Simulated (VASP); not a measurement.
# PtSe2 in VASP: single point with PBE+D3(BJ)

Aim: the single point of PtSe2 with PBE+D3(BJ).

Everything below comes from runs of VASP 6.6.1. Logs are shortened: lines on timing, memory, paths and dates and some standing lists are left out, and cuts for length are marked.

### Step 1. The cell of the first run

The cell holds a slab with vacuum, 6 atoms: a = 3.707 Å, b = 3.707 Å, c = 22.799 Å, α = 90.00°, β = 90.00°, γ = 120.00°.

### Step 2. Single point, PBE+D3(BJ) (layers slid over each other)

INCAR reads:

```
SYSTEM = PtSe2
PREC     = Accurate       ! precision mode
ENCUT    = 520            ! plane-wave cutoff, eV
EDIFF    = 1E-7           ! SCF threshold, eV
ISMEAR   = 0              ! smearing method
SIGMA    = 0.05           ! smearing width, eV
LREAL    = .False.        ! projectors in reciprocal space
LASPH    = .True.         ! aspherical terms in the spheres
NELM     = 60             ! most SCF steps
ALGO     = Normal         ! electronic algorithm
ISIF     = 2              ! what is computed and relaxed
LWAVE    = .False.        ! write WAVECAR
LCHARG   = .False.        ! write CHGCAR
LDIPOL   = .True.       
IDIPOL   = 3            
DIPOL    = 0.5 0.5 0.383
GGA      = PE             ! functional
IVDW     = 12             ! dispersion correction
NBANDS   = 31             ! bands
```

KPOINTS reads:

```
regular mesh
0
Gamma
  9 9 1
  0 0 0
```

POSCAR reads:

```
PtSe2
1.0
    3.7069017468      0.0000000000      0.0000000000
   -1.8534508734      3.2102710821      0.0000000000
    0.0000000000      0.0000000000     22.7988449202
Se Pt
4 2
Direct
    0.6666666667      0.3333333333      0.1973784205
    0.3333333333      0.6666666667      0.3135870473
    0.3333333333      1.1666666667      0.4521905604
    0.6666666667      0.8333333333      0.5683991871
    0.0000000000      0.0000000000      0.2554827339
    1.0000000000      1.5000000000      0.5102948737
```

Potentials or basis: VASP PAW PBE potentials, release 64 (Se, Pt).

Started as:

```
cat potpaw_PBE.64/Se/POTCAR potpaw_PBE.64/Pt/POTCAR > POTCAR
mpirun -np 1 vasp_std > vasp.out
```

OUTCAR:

```text
SYSTEM = PtSe2
   PREC = Accurate
   ENCUT = 520
   EDIFF = 1E-7
   ISMEAR = 0
   LREAL = .False.
   LASPH = .True.
   NELM = 60
   ISIF = 2
   GGA = PE
   IVDW = 12
 IVDW          = 12

 ion  position               nearest neighbor table
   1  0.667  0.333  0.197-   5 2.52   5 2.52   5 2.52
   2  0.333  0.667  0.314-   5 2.52   5 2.52   5 2.52
   3  0.333  0.167  0.452-   6 2.52   6 2.52   6 2.52
   4  0.667  0.833  0.568-   6 2.52   6 2.52   6 2.52
   5  0.000  0.000  0.255-   2 2.52   1 2.52   2 2.52   1 2.52   2 2.52   1 2.52
   6  0.000  0.500  0.510-   3 2.52   3 2.52   3 2.52   4 2.52   4 2.52   4 2.52

  LATTYP: Found a hexagonal cell.
 ALAT       =     3.7069017468
 C/A-ratio  =     6.1503774520

  Lattice vectors:

 A1 = (   3.7069017468,   0.0000000000,   0.0000000000)
 A2 = (  -1.8534508734,   3.2102710821,   0.0000000000)
 A3 = (   0.0000000000,   0.0000000000,  22.7988449202)

Analysis of symmetry for initial positions (statically):
=====================================================================
 Subroutine PRICEL returns:
 Original cell was already a primitive cell.

 Routine SETGRP: Setting up the symmetry group for a
 hexagonal supercell.

 Subroutine GETGRP returns: Found  4 space group operations
 (whereof  2 operations were pure point group operations)
 out of a pool of 24 trial point group operations.

The static configuration has the point symmetry C_1h.
 The point group associated with its full space group is C_2v.

Analysis of symmetry for dynamics (positions and initial velocities):
=====================================================================
 Subroutine PRICEL returns:
 Original cell was already a primitive cell.

 Routine SETGRP: Setting up the symmetry group for a
 hexagonal supercell.

 Subroutine GETGRP returns: Found  4 space group operations
 (whereof  2 operations were pure point group operations)
 out of a pool of 24 trial point group operations.

The dynamic configuration has the point symmetry C_1h.
 The point group associated with its full space group is C_2v.

 Subroutine INISYM returns: Found  4 space group operations
 (whereof  2 operations are pure point group operations),
 and found     1 'primitive' translations

----------------------------------------------------------------------------------------

                                     Primitive cell

  volume of cell :     271.3099

  direct lattice vectors                    reciprocal lattice vectors
     3.706901747  0.000000000  0.000000000     0.269767064  0.155750087  0.000000000
    -1.853450873  3.210271082  0.000000000     0.000000000  0.311500174  0.000000000
     0.000000000  0.000000000 22.798844920     0.000000000  0.000000000  0.043861871

  length of vectors
     3.706901747  3.706901747 22.798844920     0.311500174  0.311500174  0.043861871

  position of ions in fractional coordinates (direct lattice)
     0.666666667  0.333333333  0.197378421
     0.333333333  0.666666667  0.313587047
     0.333333333  0.166666667  0.452190560
     0.666666667  0.833333333  0.568399187
     0.000000000  0.000000000  0.255482734
     0.000000000  0.500000000  0.510294874

  ion indices of the primitive-cell ions
   primitive index   ion index
                 1           1
                 2           2
                 3           3
                 4           4
                 5           5
                 6           6

----------------------------------------------------------------------------------------

 KPOINTS: regular mesh

Automatic generation of k-mesh.
 Grid dimensions read from file:
 generate k-points for:    9    9    1

 Generating k-lattice:

  Cartesian coordinates                     Fractional coordinates (reciprocal lattice)
     0.029974118  0.017305565  0.000000000     0.111111111 -0.000000000  0.000000000
     0.000000000  0.034611130  0.000000000     0.000000000  0.111111111  0.000000000
     0.000000000  0.000000000  0.043861871     0.000000000  0.000000000  1.000000000

  Length of vectors
     0.034611130  0.034611130  0.043861871

  Shift w.r.t. Gamma in fractional coordinates (k-lattice)
     0.000000000  0.000000000  0.000000000

 Subroutine IBZKPT returns following result:
 ===========================================

 Found     25 irreducible k-points:

 Following reciprocal coordinates:
            Coordinates               Weight
  0.000000  0.000000  0.000000      1.000000
  0.111111 -0.000000  0.000000      2.000000
  0.000000  0.111111  0.000000      4.000000
  0.222222  0.000000  0.000000      2.000000
  0.000000  0.222222  0.000000      4.000000
  0.333333 -0.000000  0.000000      2.000000
[... 16 lines left out ...]
 -0.222222 -0.444444  0.000000      4.000000
  0.444444  0.333333  0.000000      4.000000
   k-points           NKPTS =     25   k-points in BZ     NKDIM =     25   number of bands    NBANDS=     31
   number of dos      NEDOS =    301   number of ions     NIONS =      6
   total plane-waves  NPLWV = 141120
   dimension x,y,z NGX =    28 NGY =   28 NGZ =  180
   dimension x,y,z NGXF=    56 NGYF=   56 NGZF=  360
   ions per type =               4   2
   NGX,Y,Z   is equivalent  to a cutoff of  12.56, 12.56, 13.13 a.u.
   NGXF,Y,Z  is equivalent  to a cutoff of  25.11, 25.11, 26.25 a.u.
 SYSTEM =  PtSe2
   PREC   = accura    normal or accurate (medium, high low for compatibility)
   ISTART =      0    job   : 0-new  1-cont  2-samecut
   ICHARG =      2    charge: 1-file 2-atom 10-const
   ISPIN  =      1    spin polarized calculation?
   LNONCOLLINEAR =      F non collinear calculations
   LSORBIT =      F    spin-orbit coupling
   LASPH  =      T    aspherical Exc in radial PAW
   ENCUT  =  520.0 eV  38.22 Ry    6.18 a.u.   6.89  6.89 42.39*2*pi/ulx,y,z
   NELM   =     60;   NELMIN=  2; NELMDL= -5     # of ELM steps
   EDIFF  = 0.1E-06   stopping-criterion for ELM
   LREAL  =      F    real-space projection
   EDIFFG = 0.1E-05   stopping-criterion for IOM
   NSW    =      0    number of steps for IOM
   IBRION =     -1    ionic relax: 0-MD 1-quasi-New 2-CG
   NFREE  =      0    steps in history (QN), initial steepest desc. (CG)
   ISIF   =      2    stress and relaxation
   ISYM   =      2    0-nonsym 1-usesym 2-fastsym
   POTIM  = 0.5000    time-step for ionic-motion
   TEBEG  =    0.0;   TEEND  =   0.0 temperature during run
   PSTRESS=    0.0 pullay stress
   NELECT =      44.0000    total number of electrons
   NUPDOWN=      -1.0000    fix difference up-down
   EMIN   =  10.00;   EMAX   =-10.00  energy-range for DOS
   EFERMI =   0.00;   METHOD = LEGACY
   ISMEAR =     0;   SIGMA  =   0.05  broadening in eV -4-tet -1-fermi 0-gaus
   EFERMI_NEDOS =   21; number of points for ismear=-14 and -15
   IALGO  =     38    algorithm
   IMIX   =      4    mixing-type and parameters
     AMIX     =   0.40;   BMIX     =  1.00
     AMIX_MAG =   1.60;   BMIX_MAG =  1.00
  volume/ion in A,a.u.               =      45.22       305.15
  Fermi-wavevector in a.u.,A,eV,Ry     =   0.892765  1.687081 10.844244  0.797029
  Thomas-Fermi vector in A             =   2.014756
   LORBIT       =      0    0 simple, 1 ext, 2 COOP (PROOUT), +10 PAW based schemes
   GGA     = PE    functional components
   LHFCALC =     F    Hartree Fock is set to
   AEXX    =    0.0000 exact exchange contribution
   IVDW    =    12    specifies the selected vdW correction
   LEPSILON=     F    determine dielectric tensor
   LRPA    =     F    only Hartree local field effects (RPA)
 non-spin polarized calculation
 Gauss-broadening in eV      SIGMA  =   0.05
  energy-cutoff  :      520.00
  volume of cell :      271.31
 maximum number of plane-waves:      7334
   NGX = 13   NGY = 13   NGZ = 85

 dipolmoment           0.000000      0.000000      0.000013 electrons x Angstroem

 number of electron      44.0000000 magnetization

 dipolmoment           0.000000      0.000000     -0.000001 electrons x Angstroem

 Free energy of the ion-electron system (eV)
  ---------------------------------------------------
  ext. energy  EPLUGINS =         0.00000000
  ---------------------------------------------------
  free energy    TOTEN  =       -28.55752678 eV

  energy without entropy =      -28.55752678  energy(sigma->0) =      -28.55752678

 E-fermi :  -0.0430     XC(G=0):  -5.4593

 val. band max:       -0.2861159742   @ k =   0.0000   0.1111   0.0000
 cond. band min:       0.4805492538   @ k =   0.2222   0.0000   0.0000
 fundamental gap:      0.7666652280
 Fermi energy:        -0.0430103307

 k-point     1 :       0.0000    0.0000    0.0000
  band No.  band energies     occupation
      1     -14.7960      2.00000
      2     -14.6950      2.00000
      3     -13.0770      2.00000
      4     -12.8870      2.00000
      5      -6.1014      2.00000
      6      -5.7860      2.00000
[... 23 lines left out ...]
     30       4.8172      0.00000
     31       4.9901      0.00000

 k-point     2 :       0.1111   -0.0000    0.0000
  band No.  band energies     occupation
      1     -14.6643      2.00000
      2     -14.5624      2.00000
      3     -13.0770      2.00000
      4     -12.8975      2.00000
      5      -6.0038      2.00000
      6      -5.7944      2.00000
[... 23 lines left out ...]
     30       5.4386      0.00000
     31       5.6448      0.00000

 k-point     3 :       0.0000    0.1111    0.0000
  band No.  band energies     occupation
      1     -14.6631      2.00000
      2     -14.5633      2.00000
      3     -13.0747      2.00000
      4     -12.8999      2.00000
      5      -6.0058      2.00000
      6      -5.8027      2.00000
[... 23 lines left out ...]
     30       5.5317      0.00000
     31       5.5722      0.00000

 k-point     4 :       0.2222    0.0000    0.0000
  band No.  band energies     occupation
      1     -14.3002      2.00000
      2     -14.1959      2.00000
      3     -13.0806      2.00000
      4     -12.9275      2.00000
      5      -5.9556      2.00000
      6      -5.7681      2.00000
[... 23 lines left out ...]
     30       5.3362      0.00000
     31       6.1696      0.00000

 k-point     5 :       0.0000    0.2222    0.0000
  band No.  band energies     occupation
      1     -14.2945      2.00000
      2     -14.2001      2.00000
      3     -13.0713      2.00000
      4     -12.9374      2.00000
      5      -5.9612      2.00000
      6      -5.7749      2.00000
[... 23 lines left out ...]
     30       5.3218      0.00000
     31       6.1886      0.00000
[... 542 lines left out ...]
     30       6.1995      0.00000
     31       7.0015      0.00000

 k-point    22 :       0.3333    0.2222    0.0000
  band No.  band energies     occupation
      1     -13.2613      2.00000
      2     -13.1575      2.00000
      3     -13.0865      2.00000
      4     -13.0288      2.00000
      5      -6.3314      2.00000
      6      -6.2614      2.00000
[... 23 lines left out ...]
     30       7.0351      0.00000
     31       7.3947      0.00000

 k-point    23 :      -0.2222   -0.4444    0.0000
  band No.  band energies     occupation
      1     -13.2007      2.00000
      2     -13.1966      2.00000
      3     -13.0699      2.00000
      4     -13.0661      2.00000
      5      -6.3248      2.00000
      6      -6.2834      2.00000
[... 23 lines left out ...]
     30       6.9322      0.00000
     31       7.4029      0.00000

 k-point    24 :       0.4444    0.3333    0.0000
  band No.  band energies     occupation
      1     -13.2368      2.00000
      2     -13.1689      2.00000
      3     -13.0803      2.00000
      4     -13.0476      2.00000
      5      -6.3074      2.00000
      6      -6.2936      2.00000
[... 23 lines left out ...]
     30       7.0606      0.00000
     31       7.4850      0.00000

 [... further k-points ...]

------------------------ aborting loop because EDIFF is reached ----------------------------------------

 vacuum level on the upper side and lower side of the slab       (xc-potential included)        -0.074        -0.074

 Edisp (eV)   -2.13123

 E8    (eV) :    -0.9448

  FORCE on cell =-STRESS in cart. coord.  units (eV):
  Direction    XX          YY          ZZ          XY          YZ          ZX
  --------------------------------------------------------------------------------------
  -------------------------------------------------------------------------------------
  Total      -0.10804     0.04698    -0.63293    -0.13425     0.00000     0.00000
  in kB      -0.63799     0.27744    -3.73766    -0.79279     0.00000     0.00000
  external pressure =       -1.37 kB  Pullay stress =        0.00 kB

 VOLUME and BASIS-vectors are now :
 -----------------------------------------------------------------------------
  energy-cutoff  :      520.00
  volume of cell :      271.31
      direct lattice vectors                 reciprocal lattice vectors
     3.706901747  0.000000000  0.000000000     0.269767064  0.155750087  0.000000000
    -1.853450873  3.210271082  0.000000000     0.000000000  0.311500174  0.000000000
     0.000000000  0.000000000 22.798844920     0.000000000  0.000000000  0.043861871

 POSITION                                       TOTAL-FORCE (eV/Angst)
 -----------------------------------------------------------------------------------
      1.85345      1.07009      4.50000        -0.015241     -0.008799     -0.009415
     -0.00000      2.14018      7.14942        -0.005100     -0.002944      0.040569
      0.92673      0.53505     10.30942        -0.005100     -0.002944     -0.040569
      0.92673      2.67523     12.95884        -0.015241     -0.008799      0.009415
      0.00000      0.00000      5.82471         0.020341      0.011744      0.092430
     -0.92673      1.60514     11.63413         0.020341      0.011744     -0.092430
 -----------------------------------------------------------------------------------
    total drift:                                0.000161      0.000093     -0.000048

  FREE ENERGIE OF THE ION-ELECTRON SYSTEM (eV)
  ---------------------------------------------------
  free  energy   TOTEN  =       -30.6887614929 eV

  energy  without entropy=      -30.6887614929  energy(sigma->0) =      -30.68876149

 vacuum level on the upper side and lower side of the slab         4.918         4.919
```

Wall time 5.7 min (1 thread of AMD EPYC 7R13 (Zen 3), shared host); peak memory 0.45 GiB.

What came out:

```yaml
Free_energy: -30.6888 eV
Largest_force: 0.095 eV/Å
Band_gap_on_the_k_mesh: 0.77 eV (least direct gap 0.97 eV)
Dispersion_energy_per_atom: -0.355 eV
```

Forces on the atoms (eV/Å):
```
Se  -0.015 -0.009 -0.009
Se  -0.005 -0.003  0.041
Se  -0.005 -0.003 -0.041
Se  -0.015 -0.009  0.009
Pt   0.020  0.012  0.092
Pt   0.020  0.012 -0.092
```

Levels at points of the mesh, in eV from the valence-band top:
```
           k point  band 19  band 20  band 21  band 22  band 23  band 24  band 25  band 26
(0.00, 0.00, 0.00)    -0.44    -0.39    -0.37    -0.34     2.43     2.51     2.59     2.66
```

Caveat: the cell differs from its parent crystal (layers slid over each other); spin-orbit coupling is left out, which moves the levels of the heavy elements.
